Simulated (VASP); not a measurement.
# Re (P6_3/mmc) in VASP: further runs

Runs on Re. Level: PBE. Tasks: single point.

All numbers are computed with VASP 6.6.1; they aren't measurements. Logs are shortened: lines on timing, memory, paths and dates and some standing lists are left out, and cuts for length are marked.

## (1) The cell of the first run

Symmetry: P6_3/mmc, No. 194, hexagonal system. The conventional cell has a = 2.785 Å, b = 2.785 Å, c = 8.998 Å, α = 90.00°, β = 90.00°, γ = 120.00°. Re (site symmetry -3m) has 12 Re at 2.76 to 2.78 Å within 3.6 Å. Re (site symmetry -6m2) has 12 Re at 2.76 to 2.78 Å within 3.6 Å.

## (2) Single point, PBE

INCAR reads:

```
  PREC = Accurate
  ENCUT = 520
  EDIFF = 1E-7
  ISMEAR = -1
  SIGMA = 0.01
  LREAL = F
  LASPH = T
  NELM = 80
  ALGO = Normal
  ISIF = 2
  LWAVE = F
  LCHARG = T
  GGA = PE
  LELF = T
  LVHAR = T
  NBANDS = 22
```

KPOINTS reads:

```
regular mesh
0
Gamma
  10 10 3
```

POSCAR reads:

```
Re
1.0
    2.7847079776      0.0000000000      0.0000000000
   -1.3923544921      2.4116284359      0.0000000000
    0.0000000000      0.0000000000      8.9980443742
Re
4
Direct
    0.0000000000      0.0000000000      0.0000000000
    0.3333333333      0.6666666667      0.2500000000
    0.0000000000      0.0000000000      0.5000000000
    0.6666666667      0.3333333333      0.7500000000
```

Potentials or basis: VASP PAW PBE potentials, release 64 (Re).

The run is started by

```sh
$ cat potpaw_PBE.64/Re/POTCAR > POTCAR
$ mpirun -np 1 vasp_std > vasp.out
```

OUTCAR:

```text
PREC = Accurate
   ENCUT = 520
   EDIFF = 1E-7
   ISMEAR = -1
   LREAL = F
   LASPH = T
   NELM = 80
   ISIF = 2
   GGA = PE

 ion  position               nearest neighbor table
   1  0.000  0.000  0.000-   4 2.76   2 2.76   4 2.76   2 2.76   4 2.76   2 2.76
   2  0.333  0.667  0.250-   1 2.76   3 2.76   1 2.76   3 2.76   1 2.76   3 2.76
   3  0.000  0.000  0.500-   4 2.76   2 2.76   4 2.76   2 2.76   4 2.76   2 2.76
   4  0.667  0.333  0.750-   1 2.76   3 2.76   1 2.76   3 2.76   1 2.76   3 2.76

  LATTYP: Found a hexagonal cell.
 ALAT       =     2.7847079776
 C/A-ratio  =     3.2312344585

  Lattice vectors:

 A1 = (   2.7847079776,   0.0000000000,   0.0000000000)
 A2 = (  -1.3923544921,   2.4116284359,   0.0000000000)
 A3 = (   0.0000000000,   0.0000000000,   8.9980443742)

Analysis of symmetry for initial positions (statically):
=====================================================================
 Subroutine PRICEL returns:
 Original cell was already a primitive cell.

 Routine SETGRP: Setting up the symmetry group for a
 hexagonal supercell.

 Subroutine GETGRP returns: Found 24 space group operations
 (whereof 12 operations were pure point group operations)
 out of a pool of 24 trial point group operations.

The static configuration has the point symmetry D_3d.
 The point group associated with its full space group is D_6h.

Analysis of symmetry for dynamics (positions and initial velocities):
=====================================================================
 Subroutine PRICEL returns:
 Original cell was already a primitive cell.

 Routine SETGRP: Setting up the symmetry group for a
 hexagonal supercell.

 Subroutine GETGRP returns: Found 24 space group operations
 (whereof 12 operations were pure point group operations)
 out of a pool of 24 trial point group operations.

The dynamic configuration has the point symmetry D_3d.
 The point group associated with its full space group is D_6h.

 Subroutine INISYM returns: Found 24 space group operations
 (whereof 12 operations are pure point group operations),
 and found     1 'primitive' translations

----------------------------------------------------------------------------------------

                                     Primitive cell

  volume of cell :      60.4280

  direct lattice vectors                    reciprocal lattice vectors
     2.784707978  0.000000000  0.000000000     0.359104081  0.207328863  0.000000000
    -1.392354492  2.411628436  0.000000000     0.000000000  0.414657575  0.000000000
     0.000000000  0.000000000  8.998044374     0.000000000  0.000000000  0.111135260

  length of vectors
     2.784707978  2.784708736  8.998044374     0.414657688  0.414657575  0.111135260

  position of ions in fractional coordinates (direct lattice)
     0.000000000  0.000000000  0.000000000
     0.333333333  0.666666667  0.250000000
     0.000000000  0.000000000  0.500000000
     0.666666667  0.333333333  0.750000000

  ion indices of the primitive-cell ions
   primitive index   ion index
                 1           1
                 2           2
                 3           3
                 4           4

----------------------------------------------------------------------------------------

 KPOINTS: regular mesh

Automatic generation of k-mesh.
 Grid dimensions read from file:
 generate k-points for:   10   10    3

 Generating k-lattice:

  Cartesian coordinates                     Fractional coordinates (reciprocal lattice)
     0.035910408  0.020732886  0.000000000     0.100000000  0.000000000  0.000000000
     0.000000000  0.041465758  0.000000000     0.000000000  0.100000000  0.000000000
     0.000000000  0.000000000  0.037045087     0.000000000  0.000000000  0.333333333

  Length of vectors
     0.041465769  0.041465758  0.037045087

  Shift w.r.t. Gamma in fractional coordinates (k-lattice)
     0.000000000  0.000000000  0.000000000

 Subroutine IBZKPT returns following result:
 ===========================================

 Found     28 irreducible k-points:

 Following reciprocal coordinates:
            Coordinates               Weight
  0.000000  0.000000  0.000000      1.000000
  0.100000  0.000000  0.000000      6.000000
  0.200000  0.000000  0.000000      6.000000
  0.300000  0.000000  0.000000      6.000000
  0.400000  0.000000  0.000000      6.000000
  0.500000 -0.000000  0.000000      3.000000
[... 16 lines left out ...]
  0.300000  0.100000  0.333333     24.000000
  0.400000  0.100000  0.333333     24.000000
 [... further k-points ...]
   k-points           NKPTS =     28   k-points in BZ     NKDIM =     28   number of bands    NBANDS=     22
   number of dos      NEDOS =    301   number of ions     NIONS =      4
   total plane-waves  NPLWV =  40320
   dimension x,y,z NGX =    24 NGY =   24 NGZ =   70
   dimension x,y,z NGXF=    48 NGYF=   48 NGZF=  140
   ions per type =               4
   NGX,Y,Z   is equivalent  to a cutoff of  14.33, 14.33, 12.93 a.u.
   NGXF,Y,Z  is equivalent  to a cutoff of  28.66, 28.66, 25.87 a.u.
 SYSTEM =  unknown system
   PREC   = accura    normal or accurate (medium, high low for compatibility)
   ISTART =      0    job   : 0-new  1-cont  2-samecut
   ICHARG =      2    charge: 1-file 2-atom 10-const
   ISPIN  =      1    spin polarized calculation?
   LNONCOLLINEAR =      F non collinear calculations
   LSORBIT =      F    spin-orbit coupling
   LASPH  =      T    aspherical Exc in radial PAW
   ENCUT  =  520.0 eV  38.22 Ry    6.18 a.u.   5.18  5.18 16.73*2*pi/ulx,y,z
   NELM   =     80;   NELMIN=  2; NELMDL= -5     # of ELM steps
   EDIFF  = 0.1E-06   stopping-criterion for ELM
   LREAL  =      F    real-space projection
   EDIFFG = 0.1E-05   stopping-criterion for IOM
   NSW    =      0    number of steps for IOM
   IBRION =     -1    ionic relax: 0-MD 1-quasi-New 2-CG
   NFREE  =      0    steps in history (QN), initial steepest desc. (CG)
   ISIF   =      2    stress and relaxation
   ISYM   =      2    0-nonsym 1-usesym 2-fastsym
   POTIM  = 0.5000    time-step for ionic-motion
   TEBEG  =    0.0;   TEEND  =   0.0 temperature during run
   PSTRESS=    0.0 pullay stress
   NELECT =      28.0000    total number of electrons
   NUPDOWN=      -1.0000    fix difference up-down
   EMIN   =  10.00;   EMAX   =-10.00  energy-range for DOS
   EFERMI =   0.00;   METHOD = LEGACY
   ISMEAR =    -1;   SIGMA  =   0.01  broadening in eV -4-tet -1-fermi 0-gaus
   EFERMI_NEDOS =   21; number of points for ismear=-14 and -15
   IALGO  =     38    algorithm
   IMIX   =      4    mixing-type and parameters
     AMIX     =   0.40;   BMIX     =  1.00
     AMIX_MAG =   1.60;   BMIX_MAG =  1.00
  volume/ion in A,a.u.               =      15.11       101.95
  Fermi-wavevector in a.u.,A,eV,Ry     =   1.266820  2.393942 21.835064  1.604832
  Thomas-Fermi vector in A             =   2.400000
   LORBIT       =      0    0 simple, 1 ext, 2 COOP (PROOUT), +10 PAW based schemes
   GGA     = PE    functional components
   LHFCALC =     F    Hartree Fock is set to
   AEXX    =    0.0000 exact exchange contribution
   IVDW    =     0    specifies the selected vdW correction
   LEPSILON=     F    determine dielectric tensor
   LRPA    =     F    only Hartree local field effects (RPA)
 non-spin polarized calculation
  energy-cutoff  :      520.00
  volume of cell :       60.43
 maximum number of plane-waves:      1646
 NGX is ok and might be reduce to    24
   NGX = 11   NGY = 11   NGZ = 33

 number of electron      27.9999998 magnetization

 Free energy of the ion-electron system (eV)
  ---------------------------------------------------
  ext. energy  EPLUGINS =         0.00000000
  ---------------------------------------------------
  free energy    TOTEN  =       -49.67886398 eV

  energy without entropy =      -49.67812080  energy(sigma->0) =      -49.67849239

 E-fermi :   7.7051     XC(G=0): -13.5839

 val. band max:        7.6634242581   @ k =   0.4000   0.2000   0.3333
 cond. band min:       7.7086072747   @ k =   0.3000   0.0000   0.0000
 fundamental gap:      0.0451830166
 Fermi energy:         7.7051387784

 k-point     1 :       0.0000    0.0000    0.0000
  band No.  band energies     occupation
      1      -2.1227      2.00000
      2       0.1285      2.00000
      3       0.2396      2.00000
      4       1.1507      2.00000
      5       5.1776      2.00000
      6       5.2734      2.00000
[... 14 lines left out ...]
     21      10.0659      0.00000
     22      10.0659      0.00000

 k-point     2 :       0.1000    0.0000    0.0000
  band No.  band energies     occupation
      1      -1.7298      2.00000
      2       0.4919      2.00000
      3       0.5977      2.00000
      4       1.5225      2.00000
      5       4.7279      2.00000
      6       5.0214      2.00000
[... 14 lines left out ...]
     21      10.0040      0.00000
     22      10.1451      0.00000

 k-point     3 :       0.2000    0.0000    0.0000
  band No.  band energies     occupation
      1      -0.6643      2.00000
      2       1.3164      2.00000
      3       1.3983      2.00000
      4       2.3775      2.00000
      5       4.0708      2.00000
      6       4.4593      2.00000
[... 14 lines left out ...]
     21      10.3733      0.00000
     22      10.4785      0.00000
[... 476 lines left out ...]
 k-point    23 :       0.3000    0.1000    0.3333
  band No.  band energies     occupation
      1       1.4380      2.00000
      2       1.6985      2.00000
      3       2.2964      2.00000
      4       2.7768      2.00000
      5       3.0551      2.00000
      6       3.4077      2.00000
[... 14 lines left out ...]
     21      11.4222      0.00000
     22      11.6395      0.00000

 k-point    24 :       0.4000    0.1000    0.3333
  band No.  band energies     occupation
      1       1.6338      2.00000
      2       1.7839      2.00000
      3       2.1204      2.00000
      4       2.4218      2.00000
      5       2.7921      2.00000
      6       2.9829      2.00000
[... 14 lines left out ...]
     21      12.7039      0.00000
     22      12.9681      0.00000

 [... further k-points ...]

------------------------ aborting loop because EDIFF is reached ----------------------------------------

  FORCE on cell =-STRESS in cart. coord.  units (eV):
  Direction    XX          YY          ZZ          XY          YZ          ZX
  --------------------------------------------------------------------------------------
  -------------------------------------------------------------------------------------
  Total       -1.6248433     -1.6248441     -1.9847046      0.0000003     -0.0000000      0.0000000
  in kB      -43.0808130    -43.0808339    -52.6221113      0.0000090     -0.0000000      0.0000000
  external PRESSURE =     -46.2612527 kB  Pullay stress =       0.0000000 kB

 VOLUME and BASIS-vectors are now :
 -----------------------------------------------------------------------------
  energy-cutoff  :      520.00
  volume of cell :       60.43
      direct lattice vectors                 reciprocal lattice vectors
     2.784707978  0.000000000  0.000000000     0.359104081  0.207328863  0.000000000
    -1.392354492  2.411628436  0.000000000     0.000000000  0.414657575  0.000000000
     0.000000000  0.000000000  8.998044374     0.000000000  0.000000000  0.111135260

 POSITION                                       TOTAL-FORCE (eV/Angst)
 -----------------------------------------------------------------------------------
      0.00000      0.00000      0.00000        -0.000000      0.000000      0.000000
     -0.00000      1.60775      2.24951         0.000000      0.000000     -0.000000
      0.00000      0.00000      4.49902        -0.000000      0.000000      0.000000
      1.39235      0.80388      6.74853         0.000000     -0.000000      0.000000
 -----------------------------------------------------------------------------------
    total drift:                               -0.000000      0.000000      0.000000

  FREE ENERGIE OF THE ION-ELECTRON SYSTEM (eV)
  ---------------------------------------------------
  free  energy   TOTEN  =       -49.6788639809 eV

  energy  without entropy=      -49.6781207993  energy(sigma->0) =      -49.67849239
```

Wall time 56 s (1 thread of Intel Xeon 8259CL, shared host); peak memory 0.2 GiB.

Results:

| Item | Value |
| --- | --- |
| Free energy | -49.6789 eV |
| Pressure | -4.6 GPa |
| Band gap on the k mesh | zero (bands 14 and 15 overlap by 2.38 eV) |

Caveat: the cell stands under tension; spin-orbit coupling is left out, which moves the levels of the heavy elements.

## (3) Single point, PBE

This run uses another cell than the first one, of 15.40 Å³/atom.

INCAR reads:

```
SYSTEM = Re
ALGO = Normal ; EDIFF = 1E-6
ENCUT = 520 ; GGA = PE
ISIF = 2 ; ISMEAR = -1
LASPH = .TRUE. ; LCHARG = .FALSE.
LREAL = .FALSE. ; LWAVE = .FALSE.
NBANDS = 22 ; NELM = 80
PREC = Accurate ; SIGMA = 0.01
```

KPOINTS reads:

```
k-points
0
G
  10 10 3
  0 0 0
```

POSCAR reads:

```
Re
1.0
    2.8027910037      0.0000000000      0.0000000000
   -1.4013960084      2.4272887996      0.0000000000
    0.0000000000      0.0000000000      9.0564748710
Re
4
Direct
    0.0000000000      0.0000000000      0.0000000000
    0.3333333333      0.6666666667      0.2500000000
    0.0000000000      0.0000000000      0.5000000000
    0.6666666667      0.3333333333      0.7500000000
```

Potentials or basis: VASP PAW PBE potentials, release 64 (Re).

The run is started by

```sh
$ cat potpaw_PBE.64/Re/POTCAR > POTCAR
$ mpirun -np 1 vasp_std > vasp.out
```

OUTCAR:

```text
SYSTEM = Re
   EDIFF = 1E-6
   ENCUT = 520
   GGA = PE
   ISIF = 2
   ISMEAR = -1
   LASPH = .TRUE.
   LREAL = .FALSE.
   NELM = 80
   PREC = Accurate

 ion  position               nearest neighbor table
   1  0.000  0.000  0.000-   4 2.78   2 2.78   4 2.78   2 2.78   4 2.78   2 2.78
   2  0.333  0.667  0.250-   1 2.78   3 2.78   1 2.78   3 2.78   1 2.78   3 2.78
   3  0.000  0.000  0.500-   4 2.78   2 2.78   4 2.78   2 2.78   4 2.78   2 2.78
   4  0.667  0.333  0.750-   1 2.78   3 2.78   1 2.78   3 2.78   1 2.78   3 2.78

  LATTYP: Found a hexagonal cell.
 ALAT       =     2.8027910037
 C/A-ratio  =     3.2312344585
[... 800 lines left out ...]
  --------------------------------------------------------------------------------------
  -------------------------------------------------------------------------------------
  Total       -4.1739544     -4.1739564     -4.5230223      0.0000009      0.0000000      0.0000000
  in kB     -108.5392789   -108.5393316   -117.6164209      0.0000227      0.0000000      0.0000000
  external PRESSURE =    -111.5650105 kB  Pullay stress =       0.0000000 kB

 VOLUME and BASIS-vectors are now :
 -----------------------------------------------------------------------------
  energy-cutoff  :      520.00
  volume of cell :       61.61
      direct lattice vectors                 reciprocal lattice vectors
     2.802791004  0.000000000  0.000000000     0.356787216  0.205991220  0.000000000
    -1.401396008  2.427288800  0.000000000     0.000000000  0.411982291  0.000000000
     0.000000000  0.000000000  9.056474871     0.000000000  0.000000000  0.110418238

 POSITION                                       TOTAL-FORCE (eV/Angst)
 -----------------------------------------------------------------------------------
      0.00000      0.00000      0.00000        -0.000000      0.000000      0.000000
     -0.00000      1.61819      2.26412         0.000000      0.000000      0.000000
      0.00000      0.00000      4.52824        -0.000000      0.000000      0.000000
      1.40140      0.80910      6.79236         0.000000     -0.000000     -0.000000
 -----------------------------------------------------------------------------------
    total drift:                               -0.000000      0.000000      0.000000

  FREE ENERGIE OF THE ION-ELECTRON SYSTEM (eV)
  ---------------------------------------------------
  free  energy   TOTEN  =       -49.6210758489 eV

  energy  without entropy=      -49.6203095286  energy(sigma->0) =      -49.62069269
```

OSZICAR:

```text
N       E                     dE             d eps       ncg     rms          rms(c)
DAV:   1     0.166916793731E+03    0.16692E+03   -0.12306E+04  2318   0.155E+03
DAV:   2    -0.268983437734E+02   -0.19382E+03   -0.17599E+03  2398   0.668E+02
DAV:   3    -0.504939615672E+02   -0.23596E+02   -0.20179E+02  2344   0.329E+02
DAV:   4    -0.523621265379E+02   -0.18682E+01   -0.16414E+01  2022   0.779E+01
DAV:   5    -0.525780240315E+02   -0.21590E+00   -0.20214E+00  2198   0.162E+01    0.553E+01
DAV:   6    -0.503263770741E+02    0.22516E+01   -0.24463E+00  1968   0.353E+01    0.209E+01
DAV:   7    -0.496423177529E+02    0.68406E+00   -0.17294E+00  2076   0.269E+01    0.113E+00
DAV:   8    -0.496291690643E+02    0.13149E-01   -0.10794E-01  2370   0.435E+00    0.623E-01
DAV:   9    -0.496226235959E+02    0.65455E-02   -0.34325E-02  2400   0.399E+00    0.466E-01
DAV:  10    -0.496210112679E+02    0.16123E-02   -0.44072E-03  2344   0.133E+00    0.637E-02
DAV:  11    -0.496210686883E+02   -0.57420E-04   -0.51611E-04  2376   0.347E-01    0.357E-02
DAV:  12    -0.496210755668E+02   -0.68785E-05   -0.37132E-05  2102   0.130E-01    0.137E-02
DAV:  13    -0.496210782451E+02   -0.26783E-05   -0.27982E-06  1272   0.435E-02    0.772E-03
DAV:  14    -0.496210770237E+02    0.12214E-05   -0.28413E-06  1372   0.204E-02    0.584E-03
DAV:  15    -0.496210757989E+02    0.12249E-05   -0.78522E-07  1072   0.319E-02    0.123E-02
DAV:  16    -0.496210758489E+02   -0.50065E-07   -0.47736E-07  1084   0.192E-02
   1 F= -.49621076E+02 E0= -.49620693E+02  d E =-.766320E-03
```

Wall time 56 s (1 thread of Intel Xeon 8259CL, shared host); peak memory 0.2 GiB.

Results:

```yaml
Free_energy: -49.6211 eV
Pressure: -11.2 GPa
Band_gap_on_the_k_mesh: zero (bands 14 and 15 overlap by 2.30 eV)
```

Levels at points of the mesh, in eV from the Fermi level:
```tsv
k point	band 10	band 11	band 12	band 13	band 14	band 15	band 16	band 17	band 18	band 19
(0.00, 0.00, 0.00)	-1.84	-1.59	-1.16	-1.16	-1.10	-1.10	0.37	0.54	0.54	1.37
(0.50, 0.00, 0.00)	-1.95	-0.84	0.24	0.26	1.01	1.90	3.60	3.60	3.72	3.86
```

Caveat: the cell stands under tension; spin-orbit coupling is left out, which moves the levels of the heavy elements.

## (4) Single point, PBE

This run uses another cell than the first one, of 15.70 Å³/atom.

INCAR reads:

```
SYSTEM = Re
PREC = Accurate ; ENCUT = 520
EDIFF = 1E-6 ; ISMEAR = -1
SIGMA = 0.01 ; LREAL = .FALSE.
LASPH = .TRUE. ; NELM = 60
ALGO = Normal ; ISIF = 2
LWAVE = .FALSE. ; LCHARG = .FALSE.
GGA = PE ; NBANDS = 22
```

KPOINTS reads:

```
regular mesh
0
G
  10 10 3
  0 0 0
```

POSCAR reads:

```
Re
1.0
    2.8206436570      0.0000000000      0.0000000000
   -1.4103223383      2.4427496547      0.0000000000
    0.0000000000      0.0000000000      9.1141609796
Re
4
Direct
    0.0000000000      0.0000000000      0.0000000000
    0.3333333333      0.6666666667      0.2500000000
    0.0000000000      0.0000000000      0.5000000000
    0.6666666667      0.3333333333      0.7500000000
```

The run is started by

```sh
$ cat potpaw_PBE.64/Re/POTCAR > POTCAR
$ mpirun -np 1 vasp_std > vasp.out
```

Wall time 54 s (1 thread of Intel Xeon 8259CL, shared host); peak memory 0.2 GiB.

It converged, with:

```
Free energy            : -49.5175 eV
Pressure               : -17.0 GPa
Band gap on the k mesh : zero (bands 14 and 15 overlap by 2.22 eV)
```

Stress tensor (GPa, compression positive):
```
-16.70   0.00   0.00
  0.00 -16.70   0.00
  0.00   0.00 -17.57
```

Levels at points of the mesh, in eV from the Fermi level:
| k point | band 12 | band 13 | band 14 | band 15 | band 16 | band 17 |
| --- | --- | --- | --- | --- | --- | --- |
| (0.00, 0.00, 0.00) | -1.13 | -1.13 | -1.07 | -1.07 | 0.35 | 0.53 |
| (0.50, 0.00, 0.00) | 0.24 | 0.25 | 0.97 | 1.84 | 3.49 | 3.49 |

Caveat: the cell stands under tension; spin-orbit coupling is left out, which moves the levels of the heavy elements.

## (5) Overview

```csv
cell,gap on the mesh (eV),pressure (GPa)
"a = 2.785, b = 2.785, c = 8.998 Å, angles 90.0, 90.0, 120.0°, 4 atoms",none,-4.6
"a = 2.803, b = 2.803, c = 9.056 Å, angles 90.0, 90.0, 120.0°, 4 atoms",none,-11.2
"a = 2.821, b = 2.821, c = 9.114 Å, angles 90.0, 90.0, 120.0°, 4 atoms",none,-17.0
```

Alike in all rows: task single point; level PBE; potentials or basis VASP PAW PBE potentials, release 64 (Re); no spin polarisation; k mesh 10 × 10 × 3; cutoff (eV) 520; smearing fermi-dirac 0.01 eV.

Caveats: the cell stands under tension; spin-orbit coupling is left out, which moves the levels of the heavy elements.

Absolute energies hang on the potentials; compare differences alone.
